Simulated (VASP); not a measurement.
A run of VASP 6.6.1:

The input INCAR:

```
PREC = Accurate
ENCUT = 520
EDIFF = 1E-6
ISMEAR = 0
SIGMA = 0.05
LREAL = F
LASPH = T
NELM = 100
ALGO = Normal
ISIF = 2
LWAVE = F
LCHARG = F
GGA = PS
NBANDS = 16
```

Contents of KPOINTS:

```
Automatic mesh
0
Gamma
  9 9 6
```

Contents of POSCAR:

```
AlN
1.0
    3.3788409394      0.0000000000      0.0000000000
   -1.6894204697      2.9261620889      0.0000000000
    0.0000000000      0.0000000000      4.2370634528
Al N
2 2
Direct
    0.3333333333      0.6666666667      0.7500000000
    0.6666666667      0.3333333333      0.2500000000
    0.3333333333      0.6666666667      0.2500000000
    0.6666666667      0.3333333333      0.7500000000
```

Potentials or basis: VASP PAW PBE potentials, release 64 (Al, N).

Launch:

```bash
$ cat potpaw_PBE.64/Al/POTCAR potpaw_PBE.64/N/POTCAR > POTCAR
$ mpirun -np 1 vasp_std > vasp.out
```

Hardware: 1 thread of Intel(R) Xeon(R) 6975P-C (Granite Rapids), on a shared host.

Problem. Estimate the wall time of this run.

Solution. It took 14 s on 1 thread of Intel(R) Xeon(R) 6975P-C (Granite Rapids) (shared host), peak memory 0.16 GiB. Counts: scf iterations 13, k points 48.
